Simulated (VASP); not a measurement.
The system is In3Sb.

```
In Sb
1.0
     4.83696    0.00000    0.00000
     0.00000    4.83696    0.00000
     0.00000    0.00000    4.83696
In Sb
3 1
Direct
  0.50000 0.50000 0.00000
  0.50000 0.00000 0.50000
  0.00000 0.50000 0.50000
  0.00000 0.00000 0.00000
```

| Quantity | Value |
| --- | --- |
| Program | VASP 6.6.1 |
| Task | relaxation of cell and atoms |
| Functional | PBEsol |
| Potentials or basis | VASP PAW PBE potentials, release 64 (In_d, Sb) |
| Cutoff | 600 eV |
| k mesh | 10 × 10 × 10 |
| Occupations | gaussian, width 0.1 eV |
| Spin | no spin polarisation |

At the start: pressure -2.6 GPa; volume 28.29 Å³/atom.

How do energy, volume and symmetry change on relaxing?

Over 14 steps the energy falls by 17.3 meV/atom and the volume is 26.40 Å³/atom (-6.7 %); space group Pm-3m (No. 221, to 0.1 Å) before and after.

Step by step:
| step | energy change (eV) | largest force (eV/Å) | pressure (GPa) | volume (Å³) |
| --- | --- | --- | --- | --- |
| 1 | 0.0000 | 0.0000 | -2.59 | 113.17 |
| 2 | -0.0689 | 0.0000 | -0.12 | 105.85 |
| 3 | -0.0690 | 0.0000 | -0.04 | 105.60 |
| 4 | -0.0690 | 0.0000 | -0.04 | 105.60 |
| 5 | -0.0690 | 0.0000 | -0.06 | 105.60 |
| 6 | -0.0690 | 0.0000 | -0.04 | 105.60 |
| 7 | -0.0690 | 0.0000 | -0.04 | 105.60 |
| 8 | -0.0690 | 0.0000 | -0.04 | 105.60 |
| 9 | -0.0690 | 0.0000 | -0.04 | 105.60 |
| 10 | -0.0690 | 0.0000 | -0.04 | 105.60 |
| 11 | -0.0690 | 0.0000 | -0.04 | 105.60 |
| 12 | -0.0690 | 0.0000 | -0.05 | 105.59 |
| 13 | -0.0690 | 0.0000 | -0.05 | 105.59 |
| 14 | -0.0690 | 0.0000 | -0.03 | 105.58 |

Final structure:
```cif
data_structure
_symmetry_space_group_name_H-M 'P 1'
_symmetry_Int_Tables_number 1
_cell_length_a 4.7264
_cell_length_b 4.7264
_cell_length_c 4.7264
_cell_angle_alpha 90.000
_cell_angle_beta 90.000
_cell_angle_gamma 90.000
_cell_volume 105.58
loop_
_atom_site_label
_atom_site_type_symbol
_atom_site_fract_x
_atom_site_fract_y
_atom_site_fract_z
_atom_site_occupancy
In1 In 0.50000 0.50000 0.00000 1
In2 In 0.50000 0.00000 0.50000 1
In3 In 0.00000 0.50000 0.50000 1
Sb1 Sb 0.00000 0.00000 0.00000 1
```

Caveat: the PAW data sets were made with another functional, which shifts forces and pressure a little.
